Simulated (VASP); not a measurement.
Write the native input for VASP 6.6.1 that does the following.

| Quantity | Value |
| --- | --- |
| Task | single point |
| Functional | PBEsol |
| Dispersion | D3(BJ) |
| Potentials or basis | VASP PAW PBE potentials, release 64 (Sn_d, Se) |
| Cutoff | 520 eV |
| k mesh | 12 × 12 × 6 |
| Occupations | gaussian, width 0.05 eV |
| Spin | no spin polarisation |
| Dipole correction | no |
| Further INCAR settings | ALGO = Normal; EDIFF = 1e-07; NBANDS = 20 |

The structure of SnSe2 lies in POSCAR:

```
SnSe2
1.0
    3.5061188790      0.0000000000      0.0000000000
   -1.7530594395      3.0363880179      0.0000000000
    0.0000000000      0.0000000000      6.6279600000
Sn Se
1 2
Direct
    0.0000000000      0.0000000000      0.0000000000
    0.3333333333      0.6666666667      0.2500000000
    0.6666666667      0.3333333333      0.7500000000
```

This cell differs from its parent crystal: strain -0.080 along x and y, +0.080 along z.

One way to write it, as run:

INCAR

```
SYSTEM = SnSe2
PREC = Accurate ; ENCUT = 520
EDIFF = 1E-7 ; ISMEAR = 0
SIGMA = 0.05 ; LREAL = .False.
LASPH = .True. ; NELM = 80
ALGO = Normal ; ISIF = 2
LWAVE = .False. ; LCHARG = .True.
GGA = PS ; IVDW = 12
LELF = .True. ; LVHAR = .True.
NBANDS = 20
```

KPOINTS

```
regular mesh
0
Gamma
  12 12 6
  0 0 0
```

Potentials or basis: VASP PAW PBE potentials, release 64 (Sn_d, Se).

Run with:

```sh
$ cat potpaw_PBE.64/Sn_d/POTCAR potpaw_PBE.64/Se/POTCAR > POTCAR
$ mpirun -np 1 vasp_std > vasp.out
```

Results of the run:

| Quantity | Value |
| --- | --- |
| Pressure | 8.7 GPa |
| Largest force | 0.466 eV/Å |
| Band gap on the k mesh | zero (band 13 reaches 5.58 eV, above the bottom of band 14 at 5.54 eV) |
| Dispersion energy per atom | -0.359 eV |

Caveat: the cell differs from its parent crystal (strain -0.080 along x and y, +0.080 along z); the PAW data sets were made with another functional, which shifts forces and pressure a little; spin-orbit coupling is left out, which moves the levels of the heavy elements.

Run time: 2.3 min on 1 thread of Intel(R) Xeon(R) Platinum 8488C (Sapphire Rapids), with other jobs on the host, peak memory 0.29 GiB.
